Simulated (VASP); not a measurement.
# Cu in VASP: notebook

The runs below take Cu through single point, with PBE.

All numbers are computed with VASP 6.6.1; they aren't measurements. Logs are shortened: lines on timing, memory, paths and dates and some standing lists are left out, and cuts for length are marked.

### Step 1. The cell of the first run

The cell holds a slab with vacuum, 5 atoms: a = 2.567 Å, b = 2.567 Å, c = 24.382 Å, α = 90.00°, β = 90.00°, γ = 120.00°.

### Step 2. Single point, PBE

INCAR reads:

```
SYSTEM = Cu
PREC = Accurate
ENCUT = 520
EDIFF = 1E-7
ISMEAR = -1
SIGMA = 0.1
LREAL = .False.
LASPH = .True.
NELM = 80
ALGO = Normal
ISIF = 2
LWAVE = .False.
LCHARG = .True.
LDIPOL = .True.
IDIPOL = 3
DIPOL = 0.5 0.5 0.500
GGA = PE
LELF = .True.
LVHAR = .True.
LVACPOTAV = .True.
NBANDS = 36
```

KPOINTS reads:

```
regular mesh
0
Gamma
  15 15 1
  0 0 0
```

POSCAR reads:

```
Cu
1.0
    2.5665139635      0.0000000000      0.0000000000
   -1.2832569818      2.2226662916      0.0000000000
    0.0000000000      0.0000000000     24.3822000000
Cu
5
Direct
    0.8333333333      0.1666666667      0.3289492305
    0.1666666667      0.8333333333      0.4141867610
    0.5000000000      0.5000000000      0.4999999962
    0.8333333333      0.1666666667      0.5858132363
    0.1666666667      0.8333333333      0.6710507761
```

Potentials or basis: VASP PAW PBE potentials, release 64 (Cu).

On the command line:

```console
cat potpaw_PBE.64/Cu/POTCAR > POTCAR
mpirun -np 1 vasp_std > vasp.out
```

OUTCAR:

```text
SYSTEM = Cu
   PREC = Accurate
   ENCUT = 520
   EDIFF = 1E-7
   ISMEAR = -1
   LREAL = .False.
   LASPH = .True.
   NELM = 80
   ISIF = 2
   GGA = PE

 ion  position               nearest neighbor table
   1  0.833  0.167  0.329-   2 2.55   2 2.55   2 2.55
   2  0.167  0.833  0.414-   1 2.55   1 2.55   1 2.55   3 2.56   3 2.56   3 2.56
   3  0.500  0.500  0.500-   2 2.56   2 2.56   2 2.56   4 2.56   4 2.56   4 2.56
   4  0.833  0.167  0.586-   5 2.55   5 2.55   5 2.55   3 2.56   3 2.56   3 2.56
   5  0.167  0.833  0.671-   4 2.55   4 2.55   4 2.55

  LATTYP: Found a hexagonal cell.
 ALAT       =     2.5665139635
 C/A-ratio  =     9.5001236489

  Lattice vectors:

 A1 = (   2.5665139635,   0.0000000000,   0.0000000000)
 A2 = (  -1.2832569818,   2.2226662916,   0.0000000000)
 A3 = (   0.0000000000,   0.0000000000,  24.3822000000)

Analysis of symmetry for initial positions (statically):
=====================================================================
 Subroutine PRICEL returns:
 Original cell was already a primitive cell.

 Routine SETGRP: Setting up the symmetry group for a
 hexagonal supercell.

 Subroutine GETGRP returns: Found 12 space group operations
 (whereof  4 operations were pure point group operations)
 out of a pool of 24 trial point group operations.

The static configuration has the point symmetry C_2h.
 The point group associated with its full space group is D_3d.

Analysis of symmetry for dynamics (positions and initial velocities):
=====================================================================
 Subroutine PRICEL returns:
 Original cell was already a primitive cell.

 Routine SETGRP: Setting up the symmetry group for a
 hexagonal supercell.

 Subroutine GETGRP returns: Found 12 space group operations
 (whereof  4 operations were pure point group operations)
 out of a pool of 24 trial point group operations.

The dynamic configuration has the point symmetry C_2h.
 The point group associated with its full space group is D_3d.

 Subroutine INISYM returns: Found 12 space group operations
 (whereof  4 operations are pure point group operations),
 and found     1 'primitive' translations

----------------------------------------------------------------------------------------

                                     Primitive cell

  volume of cell :     139.0884

  direct lattice vectors                    reciprocal lattice vectors
     2.566513963  0.000000000  0.000000000     0.389633571  0.224955047  0.000000000
    -1.283256982  2.222666292  0.000000000     0.000000000  0.449910094  0.000000000
     0.000000000  0.000000000 24.382200000     0.000000000  0.000000000  0.041013526

  length of vectors
     2.566513963  2.566513964 24.382200000     0.449910094  0.449910094  0.041013526

  position of ions in fractional coordinates (direct lattice)
     0.833333333  0.166666667  0.328949231
     0.166666667  0.833333333  0.414186761
     0.500000000  0.500000000  0.499999996
     0.833333333  0.166666667  0.585813236
     0.166666667  0.833333333  0.671050776

  ion indices of the primitive-cell ions
   primitive index   ion index
                 1           1
                 2           2
                 3           3
                 4           4
                 5           5

----------------------------------------------------------------------------------------

 KPOINTS: regular mesh

Automatic generation of k-mesh.
 Grid dimensions read from file:
 generate k-points for:   15   15    1

 Generating k-lattice:

  Cartesian coordinates                     Fractional coordinates (reciprocal lattice)
     0.025975571  0.014997003  0.000000000     0.066666667  0.000000000  0.000000000
     0.000000000  0.029994006  0.000000000     0.000000000  0.066666667  0.000000000
     0.000000000  0.000000000  0.041013526     0.000000000  0.000000000  1.000000000

  Length of vectors
     0.029994006  0.029994006  0.041013526

  Shift w.r.t. Gamma in fractional coordinates (k-lattice)
     0.000000000  0.000000000  0.000000000

 Subroutine IBZKPT returns following result:
 ===========================================

 Found     27 irreducible k-points:

 Following reciprocal coordinates:
            Coordinates               Weight
  0.000000  0.000000  0.000000      1.000000
  0.066667 -0.000000  0.000000      6.000000
  0.133333  0.000000  0.000000      6.000000
  0.200000  0.000000  0.000000      6.000000
  0.266667  0.000000  0.000000      6.000000
  0.333333  0.000000  0.000000      6.000000
[... 16 lines left out ...]
  0.333333  0.200000  0.000000     12.000000
  0.400000  0.200000  0.000000      6.000000
 [... further k-points ...]
   k-points           NKPTS =     27   k-points in BZ     NKDIM =     27   number of bands    NBANDS=     36
   number of dos      NEDOS =    301   number of ions     NIONS =      5
   total plane-waves  NPLWV =  76800
   dimension x,y,z NGX =    20 NGY =   20 NGZ =  192
   dimension x,y,z NGXF=    40 NGYF=   40 NGZF=  384
   ions per type =               5
   NGX,Y,Z   is equivalent  to a cutoff of  12.95, 12.95, 13.09 a.u.
   NGXF,Y,Z  is equivalent  to a cutoff of  25.91, 25.91, 26.18 a.u.
 SYSTEM =  Cu
   PREC   = accura    normal or accurate (medium, high low for compatibility)
   ISTART =      0    job   : 0-new  1-cont  2-samecut
   ICHARG =      2    charge: 1-file 2-atom 10-const
   ISPIN  =      1    spin polarized calculation?
   LNONCOLLINEAR =      F non collinear calculations
   LSORBIT =      F    spin-orbit coupling
   LASPH  =      T    aspherical Exc in radial PAW
   ENCUT  =  520.0 eV  38.22 Ry    6.18 a.u.   4.77  4.77 45.33*2*pi/ulx,y,z
   NELM   =     80;   NELMIN=  2; NELMDL= -5     # of ELM steps
   EDIFF  = 0.1E-06   stopping-criterion for ELM
   LREAL  =      F    real-space projection
   EDIFFG = 0.1E-05   stopping-criterion for IOM
   NSW    =      0    number of steps for IOM
   IBRION =     -1    ionic relax: 0-MD 1-quasi-New 2-CG
   NFREE  =      0    steps in history (QN), initial steepest desc. (CG)
   ISIF   =      2    stress and relaxation
   ISYM   =      2    0-nonsym 1-usesym 2-fastsym
   POTIM  = 0.5000    time-step for ionic-motion
   TEBEG  =    0.0;   TEEND  =   0.0 temperature during run
   PSTRESS=    0.0 pullay stress
   NELECT =      55.0000    total number of electrons
   NUPDOWN=      -1.0000    fix difference up-down
   EMIN   =  10.00;   EMAX   =-10.00  energy-range for DOS
   EFERMI =   0.00;   METHOD = LEGACY
   ISMEAR =    -1;   SIGMA  =   0.10  broadening in eV -4-tet -1-fermi 0-gaus
   EFERMI_NEDOS =   21; number of points for ismear=-14 and -15
   IALGO  =     38    algorithm
   IMIX   =      4    mixing-type and parameters
     AMIX     =   0.40;   BMIX     =  1.00
     AMIX_MAG =   1.60;   BMIX_MAG =  1.00
  volume/ion in A,a.u.               =      27.82       187.72
  Fermi-wavevector in a.u.,A,eV,Ry     =   1.201615  2.270724 19.645172  1.443879
  Thomas-Fermi vector in A             =   2.337419
   LORBIT       =      0    0 simple, 1 ext, 2 COOP (PROOUT), +10 PAW based schemes
   GGA     = PE    functional components
[... 5 lines left out ...]
 non-spin polarized calculation
  energy-cutoff  :      520.00
  volume of cell :      139.09
 maximum number of plane-waves:      3778
 NGX is ok and might be reduce to    20
   NGX =  9   NGY =  9   NGZ = 91

 number of electron      54.9999992 magnetization

 dipolmoment           0.000000      0.000000      0.000001 electrons x Angstroem

 Free energy of the ion-electron system (eV)
  ---------------------------------------------------
  ext. energy  EPLUGINS =         0.00000000
  ---------------------------------------------------
  free energy    TOTEN  =       -17.75718984 eV

  energy without entropy =      -17.71162229  energy(sigma->0) =      -17.73440606

 E-fermi :   0.5382     XC(G=0):  -6.1775

 val. band max:        0.4551549477   @ k =   0.4667   0.0667   0.0000
 cond. band min:       0.5467022547   @ k =   0.2667   0.0667   0.0000
 fundamental gap:      0.0915473070
 Fermi energy:         0.5382489612

 k-point     1 :       0.0000    0.0000    0.0000
  band No.  band energies     occupation
      1      -8.4945      2.00000
      2      -7.6029      2.00000
      3      -6.2947      2.00000
      4      -5.0179      2.00000
      5      -4.5558      2.00000
      6      -2.6343      2.00000
[... 28 lines left out ...]
     35       6.8453      0.00000
     36       7.1373      0.00000

 k-point     2 :       0.0667   -0.0000    0.0000
  band No.  band energies     occupation
      1      -8.3531      2.00000
      2      -7.4656      2.00000
      3      -6.1650      2.00000
      4      -4.9016      2.00000
      5      -4.4611      2.00000
      6      -2.6883      2.00000
[... 28 lines left out ...]
     35       6.9694      0.00000
     36       7.2635      0.00000

 k-point     3 :       0.1333    0.0000    0.0000
  band No.  band energies     occupation
      1      -7.9353      2.00000
      2      -7.0627      2.00000
      3      -5.7906      2.00000
      4      -4.5758      2.00000
      5      -4.1992      2.00000
      6      -2.8541      2.00000
[... 28 lines left out ...]
     35       7.3471      0.00000
     36       7.6423      0.00000

 k-point     4 :       0.2000    0.0000    0.0000
  band No.  band energies     occupation
      1      -7.2640      2.00000
      2      -6.4269      2.00000
      3      -5.2303      2.00000
      4      -4.1349      2.00000
      5      -3.8496      2.00000
      6      -3.0943      2.00000
[... 28 lines left out ...]
     35       7.9869      0.00000
     36       8.2732      0.00000

 k-point     5 :       0.2667    0.0000    0.0000
  band No.  band energies     occupation
      1      -6.3933      2.00000
      2      -5.6404      2.00000
      3      -4.6391      2.00000
      4      -3.8179      2.00000
      5      -3.5801      2.00000
      6      -3.3205      2.00000
[... 655 lines left out ...]
 k-point    22 :       0.2667    0.2000    0.0000
  band No.  band energies     occupation
      1      -4.4014      2.00000
      2      -4.0943      2.00000
      3      -3.8024      2.00000
      4      -3.6051      2.00000
      5      -3.4089      2.00000
      6      -3.2360      2.00000
[... 28 lines left out ...]
     35       8.9960      0.00000
     36       9.4749      0.00000

 k-point    23 :       0.3333    0.2000    0.0000
  band No.  band energies     occupation
      1      -3.9741      2.00000
      2      -3.8636      2.00000
      3      -3.6931      2.00000
      4      -3.5427      2.00000
      5      -3.4914      2.00000
      6      -3.2780      2.00000
[... 28 lines left out ...]
     35       8.4379      0.00000
     36       9.0377      0.00000

 k-point    24 :       0.4000    0.2000    0.0000
  band No.  band energies     occupation
      1      -3.8882      2.00000
      2      -3.8481      2.00000
      3      -3.6080      2.00000
      4      -3.5481      2.00000
      5      -3.4650      2.00000
      6      -3.2506      2.00000
[... 28 lines left out ...]
     35       8.0818      0.00000
     36       9.0005      0.00000

 [... further k-points ...]

------------------------ aborting loop because EDIFF is reached ----------------------------------------

  FORCE on cell =-STRESS in cart. coord.  units (eV):
  Direction    XX          YY          ZZ          XY          YZ          ZX
  --------------------------------------------------------------------------------------
  -------------------------------------------------------------------------------------
  Total       -0.9984413     -0.9984413      0.1378769      0.0000000      0.0000000     -0.0000000
  in kB      -11.5011779    -11.5011779      1.5882223      0.0000000      0.0000000     -0.0000000
  external PRESSURE =      -7.1380445 kB  Pullay stress =       0.0000000 kB

 VOLUME and BASIS-vectors are now :
 -----------------------------------------------------------------------------
  energy-cutoff  :      520.00
  volume of cell :      139.09
      direct lattice vectors                 reciprocal lattice vectors
     2.566513963  0.000000000  0.000000000     0.389633571  0.224955047  0.000000000
    -1.283256982  2.222666292  0.000000000     0.000000000  0.449910094  0.000000000
     0.000000000  0.000000000 24.382200000     0.000000000  0.000000000  0.041013526

 POSITION                                       TOTAL-FORCE (eV/Angst)
 -----------------------------------------------------------------------------------
      1.92489      0.37044      8.02051         0.000000      0.000000     -0.018859
     -0.64163      1.85222     10.09878         0.000000      0.000000      0.000011
      0.64163      1.11133     12.19110        -0.000000      0.000000      0.000000
      1.92489      0.37044     14.28342        -0.000000      0.000000     -0.000011
     -0.64163      1.85222     16.36169        -0.000000     -0.000000      0.018859
 -----------------------------------------------------------------------------------
    total drift:                                0.000000     -0.000000      0.000207

  FREE ENERGIE OF THE ION-ELECTRON SYSTEM (eV)
  ---------------------------------------------------
  free  energy   TOTEN  =       -17.7571898392 eV

  energy  without entropy=      -17.7116222881  energy(sigma->0) =      -17.73440606

 vacuum level on the upper side and lower side of the slab         5.308         5.308
```

Run time: 2.3 min. Hardware: 1 thread of Intel Xeon 6975P-C (Granite Rapids), shared host; peak memory 0.31 GiB.

What came out:

| Item | Value |
| --- | --- |
| Free energy | -17.7572 eV |
| Largest force | 0.019 eV/Å |

Forces on the atoms (eV/Å):
```
Cu   0.000  0.000 -0.019
Cu   0.000  0.000  0.000
Cu   0.000  0.000  0.000
Cu   0.000  0.000  0.000
Cu   0.000  0.000  0.019
```

Levels at points of the mesh, in eV from the Fermi level:
```
           k point  band 25  band 26  band 27  band 28  band 29  band 30  band 31  band 32
(0.00, 0.00, 0.00)    -1.96    -1.70    -1.70    -1.63    -1.63    -0.97    -0.27     4.15
```

### Step 3. Single point, PBE

INCAR reads:

```
PREC     = Accurate       # precision mode
ENCUT    = 520            # plane-wave cutoff, eV
EDIFF    = 1E-7           # SCF threshold, eV
ISMEAR   = -1             # smearing method
SIGMA    = 0.1            # smearing width, eV
LREAL    = F              # projectors in reciprocal space
LASPH    = T              # aspherical terms in the spheres
NELM     = 80             # most SCF steps
ALGO     = Normal         # electronic algorithm
ISIF     = 2              # what is computed and relaxed
LWAVE    = F              # write WAVECAR
LCHARG   = F              # write CHGCAR
LDIPOL   = T            
IDIPOL   = 3            
DIPOL    = 0.5 0.5 0.500
GGA      = PE             # functional
EFIELD   = -0.5         
NBANDS   = 36             # bands
```

KPOINTS reads:

```
Automatic mesh
0
Gamma
  15 15 1
```

POSCAR is that of step 2.

Potentials or basis: VASP PAW PBE potentials, release 64 (Cu).

On the command line:

```console
cat potpaw_PBE.64/Cu/POTCAR > POTCAR
mpirun -np 1 vasp_std > vasp.out
```

OUTCAR:

```text
PREC = Accurate
   ENCUT = 520
   EDIFF = 1E-7
   ISMEAR = -1
   LREAL = F
   LASPH = T
   NELM = 80
   ISIF = 2
   GGA = PE

 ion  position               nearest neighbor table
   1  0.833  0.167  0.329-   2 2.55   2 2.55   2 2.55
   2  0.167  0.833  0.414-   1 2.55   1 2.55   1 2.55   3 2.56   3 2.56   3 2.56
   3  0.500  0.500  0.500-   2 2.56   2 2.56   2 2.56   4 2.56   4 2.56   4 2.56
   4  0.833  0.167  0.586-   5 2.55   5 2.55   5 2.55   3 2.56   3 2.56   3 2.56
   5  0.167  0.833  0.671-   4 2.55   4 2.55   4 2.55

  LATTYP: Found a hexagonal cell.
 ALAT       =     2.5665139635
 C/A-ratio  =     9.5001236489

  Lattice vectors:

 A1 = (   2.5665139635,   0.0000000000,   0.0000000000)
 A2 = (  -1.2832569818,   2.2226662916,   0.0000000000)
 A3 = (   0.0000000000,   0.0000000000,  24.3822000000)

Analysis of symmetry for initial positions (statically):
=====================================================================
 Subroutine PRICEL returns:
 Original cell was already a primitive cell.

 Routine SETGRP: Setting up the symmetry group for a
 hexagonal supercell.

[... 185 lines left out ...]

 k-point     1 :       0.0000    0.0000    0.0000
  band No.  band energies     occupation
      1      -8.5094      2.00000
      2      -7.6177      2.00000
      3      -6.3094      2.00000
      4      -5.0326      2.00000
      5      -4.5707      2.00000
      6      -2.6493      2.00000
[... 925 lines left out ...]
     35       8.0668      0.00000
     36       8.9828      0.00000

 [... further k-points ...]

------------------------ aborting loop because EDIFF is reached ----------------------------------------

 vacuum level on the upper side and lower side of the slab       (xc-potential included)         2.930        -3.322

  FORCE on cell =-STRESS in cart. coord.  units (eV):
  Direction    XX          YY          ZZ          XY          YZ          ZX
  --------------------------------------------------------------------------------------
  -------------------------------------------------------------------------------------
  Total       -0.9710636     -0.9710636      0.1013934      0.0000000      0.0000000     -0.0000000
  in kB      -11.1858115    -11.1858115      1.1679645      0.0000000      0.0000000     -0.0000000
  external PRESSURE =      -7.0678861 kB  Pullay stress =       0.0000000 kB

 VOLUME and BASIS-vectors are now :
 -----------------------------------------------------------------------------
  energy-cutoff  :      520.00
  volume of cell :      139.09
      direct lattice vectors                 reciprocal lattice vectors
     2.566513963  0.000000000  0.000000000     0.389633571  0.224955047  0.000000000
    -1.283256982  2.222666292  0.000000000     0.000000000  0.449910094  0.000000000
     0.000000000  0.000000000 24.382200000     0.000000000  0.000000000  0.041013526

 POSITION                                       TOTAL-FORCE (eV/Angst)
 -----------------------------------------------------------------------------------
      1.92489      0.37044      8.02051        -0.000000      0.000000     -0.030216
     -0.64163      1.85222     10.09878         0.000000     -0.000000      0.005792
      0.64163      1.11133     12.19110         0.000000     -0.000000      0.003606
      1.92489      0.37044     14.28342        -0.000000     -0.000000      0.006783
     -0.64163      1.85222     16.36169        -0.000000     -0.000000      0.014035
 -----------------------------------------------------------------------------------
    total drift:                                0.000000     -0.000000     -0.000697

  FREE ENERGIE OF THE ION-ELECTRON SYSTEM (eV)
  ---------------------------------------------------
  free  energy   TOTEN  =       -17.8027152645 eV

  energy  without entropy=      -17.7572365035  energy(sigma->0) =      -17.77997588

 vacuum level on the upper side and lower side of the slab         8.275         2.104
```

stdout:

```text
POSCAR found type information on POSCAR Cu
 POSCAR found :  1 types and       5 ions
 scaLAPACK will be used
 LDA part: xc-table for (Slater+PW92), standard interpolation
 POSCAR, INCAR and KPOINTS ok, starting setup
 FFT: planning ... GRIDC
 FFT: planning ... GRID_SOFT
 FFT: planning ... GRID
 WAVECAR not read
 entering main loop
```

Run time: 4.6 min. Hardware: 1 thread of Intel Xeon 6975P-C (Granite Rapids), shared host; peak memory 0.32 GiB.

Results:

```yaml
Free_energy: -17.8027 eV
Largest_force: 0.030 eV/Å
```

Forces on the atoms (eV/Å):
```
Cu   0.000  0.000 -0.030
Cu   0.000  0.000  0.006
Cu   0.000  0.000  0.004
Cu   0.000  0.000  0.007
Cu   0.000  0.000  0.014
```

Levels at points of the mesh, in eV from the Fermi level:
| k point | band 25 | band 26 | band 27 | band 28 | band 29 | band 30 | band 31 | band 32 |
| --- | --- | --- | --- | --- | --- | --- | --- | --- |
| (0.00, 0.00, 0.00) | -1.96 | -1.70 | -1.70 | -1.63 | -1.63 | -0.98 | -0.26 | 2.95 |
